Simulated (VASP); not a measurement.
A run of VASP 6.6.1:

INCAR

```
SYSTEM = Si2W
PREC = Accurate
ENCUT = 520
EDIFF = 1E-7
ISMEAR = 0
SIGMA = 0.1
LREAL = .False.
LASPH = .True.
NELM = 100
ALGO = Normal
ISIF = 2
LWAVE = .False.
LCHARG = .False.
GGA = PS
NBANDS = 18
```

KPOINTS

```
regular mesh
0
Gamma
  8 8 8
  0 0 0
```

The input POSCAR:

```
Si2W
1.0
   -1.6060000000      1.6060000000      3.9400000000
    1.6060000000     -1.6060000000      3.9400000000
    1.6060000000      1.6060000000     -3.9400000000
Si W
2 1
Direct
    0.3330000000      0.3330000000      0.0000000000
    0.6670000000      0.6670000000      0.0000000000
    0.0000000000      0.0000000000      0.0000000000
```

Potentials or basis: VASP PAW PBE potentials, release 64 (Si, W_sv).

Run with:

```console
$ cat potpaw_PBE.64/Si/POTCAR potpaw_PBE.64/W_sv/POTCAR > POTCAR
$ mpirun -np 1 vasp_std > vasp.out
```

Hardware: 1 thread of Intel(R) Xeon(R) 6975P-C (Granite Rapids), with other jobs on the host.

Problem. How long does it take, and how much memory?

Solution. Wall time 32 s on 1 thread of Intel(R) Xeon(R) 6975P-C (Granite Rapids), on a shared host, peak memory 0.22 GiB. Counts: scf iterations 14, k points 59.
